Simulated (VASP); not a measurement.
Write the native input for VASP 6.6.1 that does the following.

```yaml
Task: single point
Functional: r2SCAN
Potentials_or_basis: VASP PAW PBE potentials, release 64 (Si)
Cutoff: 520 eV
k_mesh: 12 × 12 × 6
Occupations: gaussian, width 0.05 eV
Spin: no spin polarisation
Dipole_correction: no
Further_INCAR_settings: ALGO = Normal; EDIFF = 1e-07; NBANDS = 16
```

The system is Si.

```
Si
1.0
     3.67806    0.00000    0.00000
    -1.83903    3.18530    0.00000
     0.00000    0.00000    6.83923
Si
4
Direct
  0.33333 0.66667 0.06301
  0.66667 0.33333 0.56301
  0.33333 0.66667 0.43699
  0.66667 0.33333 0.93699
```

This cell differs from its parent crystal: strain -0.040 along x and y, +0.080 along z.

One way to write it, as run:

POSCAR

```
Si
1.0
    3.6780647621      0.0000000000      0.0000000000
   -1.8390323811      3.1852975207      0.0000000000
    0.0000000000      0.0000000000      6.8392317602
Si
4
Direct
    0.3333333333      0.6666666667      0.0630095000
    0.6666666667      0.3333333333      0.5630095000
    0.3333333333      0.6666666667      0.4369905000
    0.6666666667      0.3333333333      0.9369905000
```

INCAR.step1

```
SYSTEM = Si
  ALGO = Normal
  EDIFF = 1E-4
  ENCUT = 520
  GGA = PE
  ISMEAR = 0
  LASPH = .TRUE.
  LCHARG = .FALSE.
  LREAL = .FALSE.
  LWAVE = .TRUE.
  NBANDS = 16
  NELM = 80
  PREC = Accurate
  SIGMA = 0.05
```

INCAR.step2

```
SYSTEM = Si
  ALGO = Normal
  EDIFF = 1E-7
  ENCUT = 520
  ISIF = 2
  ISMEAR = 0
  ISTART = 1
  LASPH = .TRUE.
  LCHARG = .TRUE.
  LELF = .TRUE.
  LMIXTAU = .TRUE.
  LREAL = .FALSE.
  LVHAR = .TRUE.
  LWAVE = .FALSE.
  METAGGA = R2SCAN
  NBANDS = 16
  NELM = 80
  PREC = Accurate
  SIGMA = 0.05
```

KPOINTS

```
k-points
0
G
  12 12 6
  0 0 0
```

Potentials or basis: VASP PAW PBE potentials, release 64 (Si).

Launch:

```console
$ cat potpaw_PBE.64/Si/POTCAR > POTCAR
$ cp INCAR.step1 INCAR
$ mpirun -np 1 vasp_std > vasp.out
$ cp INCAR.step2 INCAR
$ mpirun -np 1 vasp_std > vasp.out
```

Results of the run:

| Property | Result |
| --- | --- |
| Pressure | 2.0 GPa |
| Largest force | 0.829 eV/Å |
| Band gap on the k mesh | 0.46 eV |

Caveat: the cell differs from its parent crystal (strain -0.040 along x and y, +0.080 along z); the stress differs along the axes, from -14 to 10 GPa; semilocal functionals underestimate gaps, and a narrow one can read as zero; the PAW data sets were made with another functional, which shifts forces and pressure a little.

It took 2.5 min on 1 thread of Intel(R) Xeon(R) 6975P-C (Granite Rapids), with other jobs on the host, peak memory 0.23 GiB.
